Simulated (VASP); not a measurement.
Write the native input for VASP 6.6.1 that does the following.

* Task: single point
* Functional: LDA
* Potentials or basis: VASP PAW LDA potentials, release 64 (Pt, C, H)
* Cutoff: 520 eV
* k mesh: 4 × 4 × 1
* Occupations: gaussian, width 0.05 eV
* Spin: no spin polarisation
* Dipole correction: no
* Further INCAR settings: LREAL = Auto; ALGO = Normal; EDIFF = 1e-06; NBANDS = 76

The structure of H2Pt12C lies in POSCAR:

```
H2Pt12C
1.0
    5.5437170000      0.0000000000      0.0000000000
    2.7718590000      4.8010000000      0.0000000000
    0.0000000000      0.0000000000     15.5264260000
Pt C H
12 1 2
Direct
    0.1666667000      0.1666667000      0.0644063000
    0.6666667000      0.1666667000      0.0644063000
    0.1666667000      0.6666667000      0.0644063000
    0.6666667000      0.6666667000      0.0644063000
   -0.1607194663      0.3297804693      0.2080001201
    0.3443075406      0.3277936418      0.2093816775
   -0.1607678312      0.8307738859      0.2080075124
    0.3444331597      0.8277507061      0.2113844406
    0.0198540559     -0.0102541538      0.3496242237
    0.5080065085     -0.0037482551      0.3607973869
    0.0023333971      0.4984797332      0.3489905644
    0.5078886756      0.4952743052      0.3607639179
    0.5288151490      0.2353595677      0.4549141501
    0.7249850984      0.1373338267      0.4922325795
    0.3423110872      0.3286262310      0.4965488554
```

One way to write it, as run:

INCAR

```
SYSTEM = H2Pt12C
ALGO = Normal
EDIFF = 1E-6
ENCUT = 520
GGA = CA
ISIF = 2
ISMEAR = 0
LASPH = .True.
LCHARG = .False.
LREAL = Auto
LWAVE = .False.
NBANDS = 76
NELM = 100
PREC = Accurate
SIGMA = 0.05
```

KPOINTS

```
k-points
0
Gamma
  4 4 1
  0 0 0
```

Potentials or basis: VASP PAW LDA potentials, release 64 (Pt, C, H).

Command:

```bash
$ cat potpaw_LDA.64/Pt/POTCAR potpaw_LDA.64/C/POTCAR potpaw_LDA.64/H/POTCAR > POTCAR
$ mpirun -np 1 vasp_std > vasp.out
```

It gave:

| Item | Value |
| --- | --- |
| Largest force | 0.216 eV/Å |
| Band gap on the k mesh | zero (bands 63 and 64 overlap by 0.45 eV) |

Caveat: spin-orbit coupling is left out, which moves the levels of the heavy elements.

Wall time 16 min on 1 thread of Intel(R) Xeon(R) Platinum 8488C (Sapphire Rapids) (shared host), peak memory 0.48 GiB.
